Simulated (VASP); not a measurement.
The system is MnO.

```
Mn O
1.0
     0.00000    2.22391    2.22391
     2.22391    0.00000    2.22391
     2.22391    2.22391    0.00000
Mn O
1 1
Direct
  0.00000 0.00000 0.00000
  0.50000 0.50000 0.50000
```

| Property | Result |
| --- | --- |
| Program | VASP 6.6.1 |
| Task | relaxation of cell and atoms |
| Functional | RPBE |
| Potentials or basis | VASP PAW PBE potentials, release 64 (Mn_pv, O) |
| Cutoff | 600 eV |
| k mesh | 10 × 10 × 10 |
| Occupations | fermi-dirac, width 0.05 eV |
| Spin | collinear spin, ferromagnetic start |
| Starting moments | [4.0, 0.0] μB |

At the start: pressure 5.6 GPa; volume 11.00 Å³/atom.

Where does the relaxation end?

Over 3 steps the energy falls by 9.6 meV/atom and the volume is 11.56 Å³/atom (+5.1 %); space group Fm-3m (No. 225, to 0.05 Å); moment 4.92 μB per cell.

The path:
| step | energy change (eV) | largest force (eV/Å) | pressure (GPa) | volume (Å³) |
| --- | --- | --- | --- | --- |
| 1 | 0.0000 | 0.0000 | 5.57 | 22.00 |
| 2 | -0.0191 | 0.0000 | -0.49 | 23.24 |
| 3 | -0.0192 | 0.0000 | -0.01 | 23.13 |

Final structure:
```yaml
crystal:
  lattice:
    - [0.00000, 2.26140, 2.26140]
    - [2.26140, 0.00000, 2.26140]
    - [2.26140, 2.26140, 0.00000]
  atoms:
    - { symbol: Mn, position: [0.00000, 0.00000, 0.00000] }
    - { symbol: O, position: [0.50000, 0.50000, 0.50000] }
```

Caveat: the PAW data sets were made with another functional, which shifts forces and pressure a little; a cell with one magnetic atom can't hold antiferromagnetic order, which such compounds often take.
